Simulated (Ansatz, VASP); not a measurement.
**One calculation of MgO, two programs**

Contents of INCAR:

```
SYSTEM = MgO
  PREC = Accurate
  ENCUT = 520
  EDIFF = 1E-6
  ISMEAR = 0
  SIGMA = 0.05
  LREAL = .False.
  LASPH = .True.
  NELM = 60
  ALGO = Normal
  ISIF = 2
  LWAVE = .False.
  LCHARG = .False.
  GGA = PS
  NBANDS = 11
```

The input KPOINTS:

```
Automatic mesh
0
Gamma
  10 10 10
  0 0 0
```

File POSCAR:

```
MgO
1.0
    0.0000000000      2.2124610065      2.0017504345
    2.2124610065      0.0000000000      2.0017504345
    2.2124610065      2.2124610065      0.0000000000
Mg O
1 1
Direct
    0.0000000000      0.0000000000      0.0000000000
    0.5000000000      0.5000000000      0.5000000000
```

Input for Ansatz:

```yaml
crystal:
  lattice:
    - [0.0, 2.2124610065, 2.0017504345]
    - [2.2124610065, 0.0, 2.0017504345]
    - [2.2124610065, 2.2124610065, 0.0]
  atoms:
    - { symbol: Mg, position: [0.0, 0.0, 0.0] }
    - { symbol: O, position: [0.5, 0.5, 0.5] }
basis:
  ecutwfc: 420
kpoints:
  mp_grid: { grid: [10, 10, 10] }
hamiltonian:
  xc: pbesol
scf:
  occupations: { method: gaussian, width: 0.05 }
output:
  forces: true
  stress: true
  eigenvalues: true
```

Change from the starting cell: strain +0.050 along x and y, -0.050 along z, atoms carried along.

Alike in both runs: task single point; functional PBEsol; k mesh 10 × 10 × 10; occupations gaussian, width 0.05 eV; no spin polarisation.

|  | VASP | Ansatz |
| --- | --- | --- |
| version | VASP 6.6.1 | Ansatz 0.2.0 |
| potentials or method | VASP PAW PBE potentials, release 64 (Mg, O), cutoff 520 eV | scalar-relativistic, plane waves, PAW |
| valence electrons in the cell | 8 | 16 |

```csv
,VASP,Ansatz,Ansatz less VASP
gap on the k mesh at the Fermi level (eV),4.06,4.06,+0.004
least direct gap on the mesh (eV),4.06,4.06,+0.004
pressure (GPa),-4.1,-3.6,+0.51
"traceless stress, the component that is largest in VASP (GPa)",13.03,12.96,-0.073
```

VASP's potentials were made for PBE, not for PBEsol. The functional is the same, so the differences come from potentials, cutoffs and numerics. VASP's potentials hold 8 valence electrons a cell and Ansatz's 16, so a difference there can come from the potentials and not from the codes.
